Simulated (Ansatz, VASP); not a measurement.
**TeRu: VASP beside Ansatz**

Contents of INCAR:

```
SYSTEM = TeRu
ALGO = Normal ; EDIFF = 1E-6
ENCUT = 520 ; ISIF = 2
ISMEAR = 0 ; ISPIN = 2
LASPH = .TRUE. ; LCHARG = .FALSE.
LDAU = .TRUE. ; LDAUJ = 0.9 0
LDAUL = 2 -1 ; LDAUPRINT = 1
LDAUTYPE = 1 ; LDAUU = 6 0
LMAXMIX = 4 ; LORBIT = 11
LREAL = .FALSE. ; LWAVE = .FALSE.
MAGMOM = 4 0 ; NBANDS = 21
NELM = 150 ; PREC = Accurate
SIGMA = 0.05
```

The input KPOINTS:

```
k-points
0
G
  5 5 5
  0 0 0
```

File POSCAR:

```
TeRu
1.0
    0.0000000000      3.1139297200      3.1139297200
    3.1139297200      0.0000000000      3.1139297200
    3.1139297200      3.1139297200      0.0000000000
Ru Te
1 1
Direct
    0.0000000000      0.0000000000      0.0000000000
    0.2500000000      0.2500000000      0.2500000000
```

Input for Ansatz:

```yaml
crystal:
  lattice:
    - [0.0, 3.11392972, 3.11392972]
    - [3.11392972, 0.0, 3.11392972]
    - [3.11392972, 3.11392972, 0.0]
  atoms:
    - { symbol: Ru, position: [0.0, 0.0, 0.0], spin: 4.0 }
    - { symbol: Te, position: [0.25, 0.25, 0.25] }
basis:
  ecutwfc: 420
  ecutrho_ratio: 4
kpoints:
  mp_grid: { grid: [5, 5, 5] }
hamiltonian:
  xc: lda
  hubbard: { sites: [{ site: 0, l: d, u: 6.0, j: 0.9 }] }
scf:
  occupations: { method: gaussian, width: 0.05 }
  lower_state_search: "off"
  max_iter: 150
output:
  forces: true
  stress: true
  eigenvalues: true
  populations: true
  hubbard: { sites: [{ site: 0, l: d }] }
magnetization:
  spin_polarized: true
```

Alike in both runs: task single point; functional LDA; k mesh 5 × 5 × 5; occupations gaussian, width 0.05 eV; collinear spin; Hubbard terms Ru d U = 6.0 eV, J = 0.9 eV.

|  | VASP | Ansatz |
| --- | --- | --- |
| version | VASP 6.6.1 | Ansatz 0.2.0 |
| potentials or method | VASP PAW LDA potentials, release 64 (Ru_pv, Te), cutoff 520 eV | scalar-relativistic, plane waves, PAW |
| valence electrons in the cell | 20 | 32 |

|  | VASP | Ansatz | Ansatz less VASP |
| --- | --- | --- | --- |
| gap on the k mesh at the Fermi level (eV) | none | none | - |
| pressure (GPa) | -4.1 | -7.5 | -3.42 |
| net moment per atom (μB) | 1.53 | 1.29 | -0.245 |
| size of the moment on the site where the two differ most (μB) | 2.73 | 2.11 | -0.620 |

The net moments are unlike, so the other rows may belong to different states. LDA's correlation is that of Perdew and Zunger in VASP and of Perdew and Wang (1992) in Ansatz. Site moments also hang on the region over which each program counts them. The programs project onto different local orbitals, so the same U acts differently, and such runs can settle in different states. A gap of «none» marks a metal or a gap that the smearing closes. VASP's potentials hold 20 valence electrons a cell and Ansatz's 32, so a difference there can come from the potentials and not from the codes. Ansatz's warnings: filled band counts differ across k points, negative dielectric reading.

Spin-orbit coupling is off throughout.
